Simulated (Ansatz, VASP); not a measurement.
This is a calculation of Ir for Ansatz 0.2.0.

File input.yaml:

```yaml
crystal:
  lattice:
    - [0.0, 1.940808154, 1.940808154]
    - [1.940808154, 0.0, 1.940808154]
    - [1.940808154, 1.940808154, 0.0]
  atoms:
    - { symbol: Ir, position: [0.0, 0.0, 0.0] }
kpoints:
  mp_grid: { grid: [12, 12, 12] }
scf:
  occupations: { method: fermi_dirac, width: 0.05 }
hamiltonian:
  xc: lda
  pseudopotentials: { kind: all_electron, lapw: { basis_error: 0.001 } }
output:
  forces: true
  stress: true
  eigenvalues: true
```

Potentials or basis: all-electron LAPW, scalar-relativistic.

Launch:

```console
$ ansatz run input.yaml --threads 1 --pin off --max-ram 3072MiB --backend cpu --events-out ev --progress --plain --runs-dir out
```

Question: Translate it to VASP 6.6.1. Potentials there: VASP PAW LDA potentials, release 64 (Ir).

Answer: As run (the cutoff follows the program's own potentials):

Contents of INCAR:

```
PREC     = Accurate       # precision mode
ENCUT    = 520            # plane-wave cutoff, eV
EDIFF    = 1E-6           # SCF threshold, eV
ISMEAR   = -1             # smearing method
SIGMA    = 0.05           # smearing width, eV
LREAL    = F              # projectors in reciprocal space
LASPH    = T              # aspherical terms in the spheres
NELM     = 60             # most SCF steps
ALGO     = Fast           # electronic algorithm
ISIF     = 2              # what is computed and relaxed
LWAVE    = F              # write WAVECAR
LCHARG   = F              # write CHGCAR
GGA      = CA             # functional
NBANDS   = 10             # bands
```

Contents of KPOINTS:

```
regular mesh
0
Gamma
  12 12 12
```

File POSCAR:

```
Ir
1.0
    0.0000000000      1.9408081540      1.9408081540
    1.9408081540      0.0000000000      1.9408081540
    1.9408081540      1.9408081540      0.0000000000
Ir
1
Direct
    0.0000000000      0.0000000000      0.0000000000
```

Potentials or basis: VASP PAW LDA potentials, release 64 (Ir).

Command:

```sh
$ cat potpaw_LDA.64/Ir/POTCAR > POTCAR
$ mpirun -np 1 vasp_std > vasp.out
```

Both were run:

|  | VASP | Ansatz | Ansatz less VASP |
| --- | --- | --- | --- |
| gap on the k mesh at the Fermi level (eV) | none | none | - |
| pressure (GPa) | -17.9 | -19.8 | -1.88 |

LDA's correlation is that of Perdew and Zunger in VASP and of Perdew and Wang (1992) in Ansatz. A gap of «none» marks a metal or a gap that the smearing closes. Ansatz ran all-electron here, and VASP with PAW potentials.

Spin-orbit coupling is off throughout.
